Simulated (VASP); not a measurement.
Here is a VASP 6.6.1 calculation.

INCAR

```
ALGO     = Normal         # electronic algorithm
EDIFF    = 1E-7           # SCF threshold, eV
EDIFFG   = -0.005         # ionic threshold
ENCUT    = 600            # plane-wave cutoff, eV
GGA      = PE             # functional
IBRION   = 2              # ionic algorithm
ISIF     = 3              # what is computed and relaxed
ISMEAR   = 0              # smearing method
ISPIN    = 2              # spin polarisation
LASPH    = True           # aspherical terms in the spheres
LCHARG   = False          # write CHGCAR
LORBIT   = 11             # projections on sites
LREAL    = False          # projectors in reciprocal space
LWAVE    = False          # write WAVECAR
MAGMOM   = 0.61 0.61      # initial moments
NELM     = 150            # most SCF steps
NSW      = 70             # ionic steps
PREC     = Accurate       # precision mode
SIGMA    = 0.02           # smearing width, eV
```

The input KPOINTS:

```
k-points
0
Gamma
  9 9 9
```

File POSCAR:

```
O
1.0
    1.7637033856      1.0182746245      3.8818702962
   -1.7637033856      1.0182746245      3.8818702962
    0.0000000000     -2.0365492489      3.8818702962
O
2
Direct
    0.9476824978      0.9476824978      0.9476824978
    0.0523175022      0.0523175022      0.0523175022
```

Potentials or basis: VASP PAW PBE potentials, release 64 (O).

Run with:

```sh
$ cat potpaw_PBE.64/O/POTCAR > POTCAR
$ mpirun -np 1 vasp_std > vasp.out
```

Question: What does it give for the net moment?

Answer: 2.00 μB per cell.

Question: Estimate the space group after relaxing (to 0.05 Å).

Answer: R-3m (No. 166).

Final structure:
```yaml
crystal:
  lattice:
    - [1.86054, 1.07418, 3.77479]
    - [-1.86054, 1.07418, 3.77479]
    - [0.00000, -2.14837, 3.77479]
  atoms:
    - { symbol: O, position: [0.94554, 0.94554, 0.94554] }
    - { symbol: O, position: [0.05446, 0.05446, 0.05446] }
```

Caveat: the standard files for N, O and F lose accuracy on very short bonds.
